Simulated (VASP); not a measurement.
# LiF (P4/mmm) in VASP: further runs

Runs on LiF. Level: r2SCAN. Tasks: single point.

Everything below comes from runs of VASP 6.6.1. Logs are shortened: lines on timing, memory, paths and dates and some standing lists are left out, and cuts for length are marked.

## (1) The cell of the first run

The structure is tetragonal, space group P4/mmm (No. 123). Conventional cell: a = 2.457 Å, b = 2.457 Å, c = 2.764 Å, α = 90.00°, β = 90.00°, γ = 90.00°. Within 2.9 Å of Li (site symmetry 4/mmm) lie 8 F at 2.22 Å and 6 Li at 2.46 to 2.76 Å. Within 2.9 Å of F (site symmetry 4/mmm) lie 8 Li at 2.22 Å and 6 F at 2.46 to 2.76 Å.

## (2) Single point, r2SCAN (strain -0.040 along x and y, +0.080 along z)

File POSCAR:

```
LiF
1.0
    2.4571516800      0.0000000000      0.0000000000
    0.0000000000      2.4571516800      0.0000000000
    0.0000000000      0.0000000000      2.7642956400
Li F
1 1
Direct
    0.0000000000      0.0000000000      0.0000000000
    0.5000000000      0.5000000000      0.5000000000
```

File INCAR.step1:

```
PREC = Accurate
ENCUT = 520
ISMEAR = 0
SIGMA = 0.05
LREAL = False
LASPH = True
NELM = 60
NBANDS = 12
GGA = PE
ALGO = Normal
EDIFF = 1E-4
LWAVE = True
LCHARG = False
```

File INCAR.step2:

```
PREC = Accurate
ENCUT = 520
EDIFF = 1E-6
ISMEAR = 0
SIGMA = 0.05
LREAL = False
LASPH = True
NELM = 60
ALGO = Normal
ISIF = 2
LWAVE = False
LCHARG = False
METAGGA = R2SCAN
LMIXTAU = True
NBANDS = 12
ISTART = 1
```

File KPOINTS:

```
regular mesh
0
Gamma
  10 10 10
```

Potentials or basis: VASP PAW PBE potentials, release 64 (Li_sv, F).

Started as:

```bash
$ cat potpaw_PBE.64/Li_sv/POTCAR potpaw_PBE.64/F/POTCAR > POTCAR
$ cp INCAR.step1 INCAR
$ mpirun -np 1 vasp_std > vasp.out
$ cp INCAR.step2 INCAR
$ mpirun -np 1 vasp_std > vasp.out
```

OUTCAR:

```text
PREC = Accurate
   ENCUT = 520
   EDIFF = 1E-6
   ISMEAR = 0
   LREAL = False
   LASPH = True
   NELM = 60
   ISIF = 2
   METAGGA = R2SCAN
   ISTART = 1

 ion  position               nearest neighbor table
   1  0.000  0.000  0.000-   2 2.22   2 2.22   2 2.22   2 2.22   2 2.22   2 2.22   2 2.22   2 2.22

   2  0.500  0.500  0.500-   1 2.22   1 2.22   1 2.22   1 2.22   1 2.22   1 2.22   1 2.22   1 2.22

  LATTYP: Found a simple tetragonal cell.
 ALAT       =     2.4571516800
 C/A-ratio  =     1.1250000000

  Lattice vectors:

 A1 = (   2.4571516800,   0.0000000000,   0.0000000000)
 A2 = (   0.0000000000,   2.4571516800,   0.0000000000)
 A3 = (   0.0000000000,   0.0000000000,   2.7642956400)

Analysis of symmetry for initial positions (statically):
=====================================================================
 Subroutine PRICEL returns:
 Original cell was already a primitive cell.

 Routine SETGRP: Setting up the symmetry group for a
 simple tetragonal supercell.

 Subroutine GETGRP returns: Found 16 space group operations
 (whereof 16 operations were pure point group operations)
 out of a pool of 16 trial point group operations.

The static configuration has the point symmetry D_4h.

Analysis of symmetry for dynamics (positions and initial velocities):
=====================================================================
 Subroutine PRICEL returns:
 Original cell was already a primitive cell.

 Routine SETGRP: Setting up the symmetry group for a
 simple tetragonal supercell.

 Subroutine GETGRP returns: Found 16 space group operations
 (whereof 16 operations were pure point group operations)
 out of a pool of 16 trial point group operations.

The dynamic configuration has the point symmetry D_4h.

 Subroutine INISYM returns: Found 16 space group operations
 (whereof 16 operations are pure point group operations),
 and found     1 'primitive' translations

----------------------------------------------------------------------------------------

                                     Primitive cell

  volume of cell :      16.6897

  direct lattice vectors                    reciprocal lattice vectors
     2.457151680  0.000000000  0.000000000     0.406975283  0.000000000  0.000000000
     0.000000000  2.457151680  0.000000000     0.000000000  0.406975283  0.000000000
     0.000000000  0.000000000  2.764295640     0.000000000  0.000000000  0.361755807

  length of vectors
     2.457151680  2.457151680  2.764295640     0.406975283  0.406975283  0.361755807

  position of ions in fractional coordinates (direct lattice)
     0.000000000  0.000000000  0.000000000
     0.500000000  0.500000000  0.500000000

  ion indices of the primitive-cell ions
   primitive index   ion index
                 1           1
                 2           2

----------------------------------------------------------------------------------------

 KPOINTS: regular mesh

Automatic generation of k-mesh.
 Grid dimensions read from file:
 generate k-points for:   10   10   10

 Generating k-lattice:

  Cartesian coordinates                     Fractional coordinates (reciprocal lattice)
     0.040697528  0.000000000  0.000000000     0.100000000  0.000000000  0.000000000
     0.000000000  0.040697528  0.000000000     0.000000000  0.100000000  0.000000000
     0.000000000  0.000000000  0.036175581     0.000000000  0.000000000  0.100000000

  Length of vectors
     0.040697528  0.040697528  0.036175581

  Shift w.r.t. Gamma in fractional coordinates (k-lattice)
     0.000000000  0.000000000  0.000000000

 Subroutine IBZKPT returns following result:
 ===========================================

 Found    126 irreducible k-points:

 Following reciprocal coordinates:
            Coordinates               Weight
  0.000000  0.000000  0.000000      1.000000
  0.100000  0.000000  0.000000      4.000000
  0.200000  0.000000  0.000000      4.000000
  0.300000  0.000000  0.000000      4.000000
  0.400000  0.000000  0.000000      4.000000
  0.500000  0.000000  0.000000      2.000000
[... 16 lines left out ...]
  0.100000  0.000000  0.100000      8.000000
  0.200000  0.000000  0.100000      8.000000
 [... further k-points ...]
   k-points           NKPTS =    126   k-points in BZ     NKDIM =    126   number of bands    NBANDS=     12
   number of dos      NEDOS =    301   number of ions     NIONS =      2
   total plane-waves  NPLWV =   7776
   dimension x,y,z NGX =    18 NGY =   18 NGZ =   24
   dimension x,y,z NGXF=    36 NGYF=   36 NGZF=   48
   ions per type =               1   1
   NGX,Y,Z   is equivalent  to a cutoff of  12.18, 12.18, 14.43 a.u.
   NGXF,Y,Z  is equivalent  to a cutoff of  24.36, 24.36, 28.87 a.u.
 SYSTEM =  unknown system
   PREC   = accura    normal or accurate (medium, high low for compatibility)
   ISTART =      1    job   : 0-new  1-cont  2-samecut
   ICHARG =      0    charge: 1-file 2-atom 10-const
   ISPIN  =      1    spin polarized calculation?
[... 70 lines left out ...]
      9      21.0310      0.00000
     10      23.3664      0.00000
     11      23.3664      0.00000
     12      37.9977      0.00000

 k-point     2 :       0.1000    0.0000    0.0000
  band No.  band energies     occupation
      1     -44.5818      2.00000
      2     -22.3245      2.00000
      3      -1.8353      2.00000
      4      -1.0439      2.00000
      5      -0.5998      2.00000
      6       8.2346      0.00000
      7      18.1900      0.00000
      8      19.9748      0.00000
      9      20.0505      0.00000
     10      23.4054      0.00000
     11      25.4706      0.00000
     12      36.2155      0.00000

 k-point     3 :       0.2000    0.0000    0.0000
  band No.  band energies     occupation
      1     -44.5665      2.00000
      2     -22.1788      2.00000
      3      -2.0049      2.00000
      4      -1.6836      2.00000
      5      -0.4970      2.00000
      6       8.6664      0.00000
      7      17.1493      0.00000
      8      19.8229      0.00000
      9      20.1105      0.00000
     10      23.4875      0.00000
     11      28.9662      0.00000
     12      33.9775      0.00000

 k-point     4 :       0.3000    0.0000    0.0000
  band No.  band energies     occupation
      1     -44.5477      2.00000
      2     -21.9910      2.00000
      3      -3.0561      2.00000
      4      -1.4894      2.00000
      5      -0.3671      2.00000
      6       9.0094      0.00000
      7      16.1264      0.00000
      8      19.4847      0.00000
      9      21.2886      0.00000
     10      23.5628      0.00000
     11      30.8922      0.00000
     12      32.4480      0.00000

 k-point     5 :       0.4000    0.0000    0.0000
  band No.  band energies     occupation
      1     -44.5324      2.00000
      2     -21.8314      2.00000
      3      -3.8328      2.00000
      4      -1.3263      2.00000
      5      -0.2596      2.00000
      6       9.1661      0.00000
      7      15.5682      0.00000
      8      19.1668      0.00000
      9      23.0380      0.00000
     10      23.5992      0.00000
     11      27.9967      0.00000
     12      31.6446      0.00000
[... 228 lines left out ...]
      1     -44.4752      2.00000
      2     -21.1253      2.00000
      3      -3.4981      2.00000
      4      -3.4981      2.00000
      5      -0.8259      2.00000
      6      14.2463      0.00000
      7      14.2463      0.00000
      8      14.7912      0.00000
      9      18.8231      0.00000
     10      23.8728      0.00000
     11      27.1662      0.00000
     12      27.1662      0.00000

 k-point    22 :       0.0000    0.0000    0.1000
  band No.  band energies     occupation
      1     -44.5854      2.00000
      2     -22.3566      2.00000
      3      -2.1486      2.00000
      4      -0.6172      2.00000
      5      -0.6172      2.00000
      6       8.2940      0.00000
      7      17.0629      0.00000
      8      21.2315      0.00000
      9      21.8753      0.00000
     10      23.2659      0.00000
     11      23.2659      0.00000
     12      37.1616      0.00000

 k-point    23 :       0.1000    0.0000    0.1000
  band No.  band energies     occupation
      1     -44.5796      2.00000
      2     -22.3017      2.00000
      3      -2.0932      2.00000
      4      -1.0227      2.00000
      5      -0.5790      2.00000
      6       8.5184      0.00000
      7      17.0857      0.00000
      8      19.7146      0.00000
      9      21.8601      0.00000
     10      23.3248      0.00000
     11      25.5301      0.00000
     12      34.7501      0.00000

 k-point    24 :       0.2000    0.0000    0.1000
  band No.  band energies     occupation
      1     -44.5645      2.00000
      2     -22.1546      2.00000
      3      -1.9978      2.00000
      4      -1.9318      2.00000
      5      -0.4779      2.00000
      6       8.9793      0.00000
      7      16.8374      0.00000
      8      18.4315      0.00000
      9      22.1207      0.00000
     10      23.4738      0.00000
     11      28.9008      0.00000
     12      32.5678      0.00000

 [... further k-points ...]

------------------------ aborting loop because EDIFF is reached ----------------------------------------

  FORCE on cell =-STRESS in cart. coord.  units (eV):
  Direction    XX          YY          ZZ          XY          YZ          ZX
  --------------------------------------------------------------------------------------
  -------------------------------------------------------------------------------------
  Total        0.8696730      0.8696730     -2.7193260      0.0000000      0.0000000      0.0000000
  in kB       83.4868649     83.4868649   -261.0498413      0.0000000      0.0000000      0.0000000
  external PRESSURE =     -31.3587039 kB  Pullay stress =       0.0000000 kB

 VOLUME and BASIS-vectors are now :
 -----------------------------------------------------------------------------
  energy-cutoff  :      520.00
  volume of cell :       16.69
      direct lattice vectors                 reciprocal lattice vectors
     2.457151680  0.000000000  0.000000000     0.406975283  0.000000000  0.000000000
     0.000000000  2.457151680  0.000000000     0.000000000  0.406975283  0.000000000
     0.000000000  0.000000000  2.764295640     0.000000000  0.000000000  0.361755807

 POSITION                                       TOTAL-FORCE (eV/Angst)
 -----------------------------------------------------------------------------------
      0.00000      0.00000      0.00000         0.000000      0.000000      0.000000
      1.22858      1.22858      1.38215         0.000000      0.000000      0.000000
 -----------------------------------------------------------------------------------
    total drift:                                0.000000     -0.000000     -0.000000

  FREE ENERGIE OF THE ION-ELECTRON SYSTEM (eV)
  ---------------------------------------------------
  free  energy   TOTEN  =       -11.1214151405 eV

  energy  without entropy=      -11.1214151405  energy(sigma->0) =      -11.12141514
```

It took 2.5 min on 1 thread of Intel Xeon 8259CL, shared host; peak memory 0.14 GiB.

Results:

| Item | Value |
| --- | --- |
| Free energy | -11.1214 eV |
| Band gap on the k mesh | 8.09 eV (least direct gap 8.66 eV) |

Caveat: the cell differs from its parent crystal (strain -0.040 along x and y, +0.080 along z); the cutoff is under 1.25 times the usual one of these potentials, so pressure, stress and relaxed cells hold a basis-set (Pulay) error; the PAW data sets were made with another functional, which shifts forces and pressure a little. A k mesh can miss the band edges.

## (3) Single point, r2SCAN (strain +0.040 along x and y, -0.080 along z)

File POSCAR:

```
LiF
1.0
    2.6619143200      0.0000000000      0.0000000000
    0.0000000000      2.6619143200      0.0000000000
    0.0000000000      0.0000000000      2.3547703600
Li F
1 1
Direct
    0.0000000000      0.0000000000      0.0000000000
    0.5000000000      0.5000000000      0.5000000000
```

File INCAR.step1:

```
SYSTEM = LiF
PREC = Accurate ; ENCUT = 520
ISMEAR = 0 ; SIGMA = 0.05
LREAL = .FALSE. ; LASPH = .TRUE.
NELM = 100 ; NBANDS = 12
GGA = PE ; ALGO = Normal
EDIFF = 1E-4 ; LWAVE = .TRUE.
LCHARG = .FALSE.
```

File INCAR.step2:

```
SYSTEM = LiF
PREC = Accurate ; ENCUT = 520
EDIFF = 1E-7 ; ISMEAR = 0
SIGMA = 0.05 ; LREAL = .FALSE.
LASPH = .TRUE. ; NELM = 100
ALGO = Normal ; ISIF = 2
LWAVE = .FALSE. ; LCHARG = .TRUE.
METAGGA = R2SCAN ; LMIXTAU = .TRUE.
LELF = .TRUE. ; LVHAR = .TRUE.
NBANDS = 12 ; ISTART = 1
```

File KPOINTS:

```
regular mesh
0
G
  10 10 10
  0 0 0
```

Potentials or basis: VASP PAW PBE potentials, release 64 (Li_sv, F).

Started as:

```bash
$ cat potpaw_PBE.64/Li_sv/POTCAR potpaw_PBE.64/F/POTCAR > POTCAR
$ cp INCAR.step1 INCAR
$ mpirun -np 1 vasp_std > vasp.out
$ cp INCAR.step2 INCAR
$ mpirun -np 1 vasp_std > vasp.out
```

It took 2.4 min on 1 thread of Intel Xeon 8259CL, shared host; peak memory 0.13 GiB.

It converged, with:

```yaml
Free_energy: -11.1029 eV
Band_gap_on_the_k_mesh: 7.81 eV (least direct gap 8.22 eV)
```

Levels at points of the mesh, in eV from the valence-band top:
| k point | band 1 | band 2 | band 3 | band 4 | band 5 | band 6 | band 7 | band 8 | band 9 | band 10 |
| --- | --- | --- | --- | --- | --- | --- | --- | --- | --- | --- |
| (0.00, 0.00, 0.00) | -44.90 | -22.67 | -1.80 | -1.80 | -0.41 | 7.81 | 17.67 | 20.67 | 20.67 | 21.16 |
| (0.50, 0.00, 0.00) | -44.87 | -22.34 | -4.39 | -1.41 | -0.18 | 9.48 | 14.06 | 19.12 | 24.37 | 25.48 |
| (0.50, 0.50, 0.00) | -44.84 | -21.92 | -4.17 | -4.17 | 0.00 | 13.26 | 14.04 | 14.04 | 21.45 | 27.77 |
| (0.00, 0.00, 0.50) | -44.82 | -21.86 | -4.43 | -1.12 | -1.12 | 8.90 | 15.72 | 20.67 | 20.67 | 24.24 |
| (0.50, 0.00, 0.50) | -44.79 | -21.47 | -4.12 | -3.60 | -0.88 | 13.15 | 14.25 | 15.06 | 19.23 | 24.44 |
| (0.50, 0.50, 0.50) | -44.77 | -21.15 | -3.35 | -2.77 | -2.77 | 10.83 | 11.88 | 11.88 | 23.93 | 23.93 |

Caveat: the cell differs from its parent crystal (strain +0.040 along x and y, -0.080 along z); the cutoff is under 1.25 times the usual one of these potentials, so pressure, stress and relaxed cells hold a basis-set (Pulay) error; the PAW data sets were made with another functional, which shifts forces and pressure a little. A k mesh can miss the band edges.

## (4) Single point, r2SCAN (strain +0.080 along x and y, -0.080 along z)

File POSCAR:

```
LiF
1.0
    2.7642956400      0.0000000000      0.0000000000
    0.0000000000      2.7642956400      0.0000000000
    0.0000000000      0.0000000000      2.3547703600
Li F
1 1
Direct
    0.0000000000      0.0000000000      0.0000000000
    0.5000000000      0.5000000000      0.5000000000
```

Edit INCAR.step1 of step 3 so:

```diff
@@ -4,3 +4,3 @@
 LREAL = .FALSE. ; LASPH = .TRUE.
-NELM = 100 ; NBANDS = 12
+NELM = 60 ; NBANDS = 12
 GGA = PE ; ALGO = Normal
```

File INCAR.step2:

```
SYSTEM = LiF
PREC = Accurate ; ENCUT = 520
EDIFF = 1E-6 ; ISMEAR = 0
SIGMA = 0.05 ; LREAL = .FALSE.
LASPH = .TRUE. ; NELM = 60
ALGO = Normal ; ISIF = 2
LWAVE = .FALSE. ; LCHARG = .FALSE.
METAGGA = R2SCAN ; LMIXTAU = .TRUE.
NBANDS = 12 ; ISTART = 1
```

File KPOINTS:

```
Automatic mesh
0
G
  10 10 10
  0 0 0
```

Started as:

```bash
$ cat potpaw_PBE.64/Li_sv/POTCAR potpaw_PBE.64/F/POTCAR > POTCAR
$ cp INCAR.step1 INCAR
$ mpirun -np 1 vasp_std > vasp.out
$ cp INCAR.step2 INCAR
$ mpirun -np 1 vasp_std > vasp.out
```

Wall time 89 s (1 thread of Intel Xeon 8259CL, shared host); peak memory 0.14 GiB.

Results (log left out):

| Property | Result |
| --- | --- |
| Free energy | -10.9555 eV |
| Band gap on the k mesh | 6.85 eV (least direct gap 7.15 eV) |

Levels at points of the mesh, in eV from the valence-band top:
| k point | band 1 | band 2 | band 3 | band 4 | band 5 | band 6 | band 7 | band 8 | band 9 | band 10 |
| --- | --- | --- | --- | --- | --- | --- | --- | --- | --- | --- |
| (0.00, 0.00, 0.00) | -45.30 | -22.57 | -1.99 | -1.99 | -0.30 | 6.85 | 16.60 | 19.11 | 19.11 | 21.02 |
| (0.50, 0.00, 0.00) | -45.28 | -22.30 | -4.26 | -1.65 | -0.13 | 8.75 | 12.77 | 17.64 | 24.22 | 24.30 |
| (0.50, 0.50, 0.00) | -45.26 | -21.98 | -4.06 | -4.06 | 0.00 | 12.25 | 13.05 | 13.05 | 20.67 | 27.12 |
| (0.00, 0.00, 0.50) | -45.22 | -21.74 | -4.30 | -1.28 | -1.28 | 8.19 | 14.86 | 19.61 | 19.61 | 23.25 |
| (0.50, 0.00, 0.50) | -45.20 | -21.46 | -4.01 | -3.38 | -1.08 | 12.06 | 13.63 | 14.42 | 18.10 | 22.96 |
| (0.50, 0.50, 0.50) | -45.19 | -21.21 | -3.37 | -2.66 | -2.66 | 10.19 | 11.57 | 11.57 | 22.38 | 22.38 |

Caveat: the cell differs from its parent crystal (strain +0.080 along x and y, -0.080 along z); the cutoff is under 1.25 times the usual one of these potentials, so pressure, stress and relaxed cells hold a basis-set (Pulay) error; the PAW data sets were made with another functional, which shifts forces and pressure a little. A k mesh can miss the band edges.

## (5) Single point, r2SCAN (strain +0.080 along x and y, -0.040 along z)

Edit POSCAR of step 4 so:

```diff
@@ -4,3 +4,3 @@
     0.0000000000      2.7642956400      0.0000000000
-    0.0000000000      0.0000000000      2.3547703600
+    0.0000000000      0.0000000000      2.4571516800
 Li F
```

File INCAR.step1:

```
ALGO = Normal
EDIFF = 1E-4
ENCUT = 520
GGA = PE
ISMEAR = 0
LASPH = T
LCHARG = F
LREAL = F
LWAVE = T
NBANDS = 12
NELM = 60
PREC = Accurate
SIGMA = 0.05
```

File INCAR.step2:

```
ALGO = Normal
EDIFF = 1E-6
ENCUT = 520
ISIF = 2
ISMEAR = 0
ISTART = 1
LASPH = T
LCHARG = F
LMIXTAU = T
LREAL = F
LWAVE = F
METAGGA = R2SCAN
NBANDS = 12
NELM = 60
PREC = Accurate
SIGMA = 0.05
```

File KPOINTS:

```
k-points
0
Gamma
  10 10 10
```

Started as:

```bash
$ cat potpaw_PBE.64/Li_sv/POTCAR potpaw_PBE.64/F/POTCAR > POTCAR
$ cp INCAR.step1 INCAR
$ mpirun -np 1 vasp_std > vasp.out
$ cp INCAR.step2 INCAR
$ mpirun -np 1 vasp_std > vasp.out
```

Wall time 92 s (1 thread of Intel Xeon 8259CL, shared host); peak memory 0.14 GiB.

The run converged. Its results:

- Free energy: -11.0347 eV
- Band gap on the k mesh: 7.01 eV (least direct gap 7.35 eV)

Levels at points of the mesh, in eV from the valence-band top:
| k point | band 3 | band 4 | band 5 | band 6 | band 7 | band 8 |
| --- | --- | --- | --- | --- | --- | --- |
| (0.00, 0.00, 0.00) | -1.50 | -1.50 | -0.35 | 7.01 | 17.17 | 19.48 |
| (0.50, 0.00, 0.00) | -3.76 | -1.18 | -0.15 | 8.96 | 12.92 | 18.33 |
| (0.50, 0.50, 0.00) | -3.51 | -3.51 | 0.00 | 12.56 | 13.18 | 13.18 |
| (0.00, 0.00, 0.50) | -3.77 | -0.94 | -0.94 | 8.49 | 14.46 | 19.71 |
| (0.50, 0.00, 0.50) | -3.46 | -3.05 | -0.74 | 12.42 | 13.59 | 14.16 |
| (0.50, 0.50, 0.50) | -2.80 | -2.35 | -2.35 | 10.59 | 11.61 | 11.61 |

Caveat: the cell differs from its parent crystal (strain +0.080 along x and y, -0.040 along z); the cutoff is under 1.25 times the usual one of these potentials, so pressure, stress and relaxed cells hold a basis-set (Pulay) error; the PAW data sets were made with another functional, which shifts forces and pressure a little. A k mesh can miss the band edges.

## (6) Overview

```tsv
cell	gap on the mesh (eV)
a = 2.457, b = 2.457, c = 2.764 Å, 2 atoms	8.09
a = 2.662, b = 2.662, c = 2.355 Å, 2 atoms	7.81
a = 2.764, b = 2.764, c = 2.355 Å, 2 atoms	6.85
a = 2.764, b = 2.764, c = 2.457 Å, 2 atoms	7.01
```

Alike in all rows: task single point; level r2SCAN; potentials or basis VASP PAW PBE potentials, release 64 (Li_sv, F); no spin polarisation; k mesh 10 × 10 × 10; cutoff (eV) 520; smearing gaussian 0.05 eV.

Caveats: the cutoff is under 1.25 times the usual one of these potentials, so pressure, stress and relaxed cells hold a basis-set (Pulay) error; the PAW data sets were made with another functional, which shifts forces and pressure a little.

Absolute energies hang on the potentials; compare differences alone.
